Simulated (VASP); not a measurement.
**Nb: single point with LDA**

Nb:

```xyz
1
Lattice="-1.6966 1.6966 1.6966 1.6966 -1.6966 1.6966 1.6966 1.6966 -1.6966" Properties=species:S:1:pos:R:3 pbc="T T T"
Nb    0.0000    0.0000    0.0000
```

```yaml
Program: VASP 6.6.1
Task: single point
Functional: LDA
Potentials_or_basis: VASP PAW LDA potentials, release 64 (Nb_sv)
Cutoff: 500 eV
k_mesh: 11 × 11 × 11
Occupations: fermi-dirac, width 0.05 eV
Spin: no spin polarisation
```

```yaml
Pressure: -19.4 GPa
Band_gap_on_the_k_mesh: zero (an odd number of electrons rules out a gap without spin polarisation)
```

Levels at points of the mesh, in eV from the Fermi level:
| k point | band 2 | band 3 | band 4 | band 5 | band 6 | band 7 | band 8 | band 9 | band 10 | band 11 |
| --- | --- | --- | --- | --- | --- | --- | --- | --- | --- | --- |
| (0.00, 0.00, 0.00) | -29.76 | -29.76 | -29.76 | -5.73 | 0.38 | 0.38 | 0.38 | 3.02 | 3.02 | 14.05 |

It took 7.9 s on 1 thread of AMD EPYC 9R45 96-Core Processor (Zen 5) (shared host), peak memory 0.1 GiB.

Caveat: the cell stands under tension.
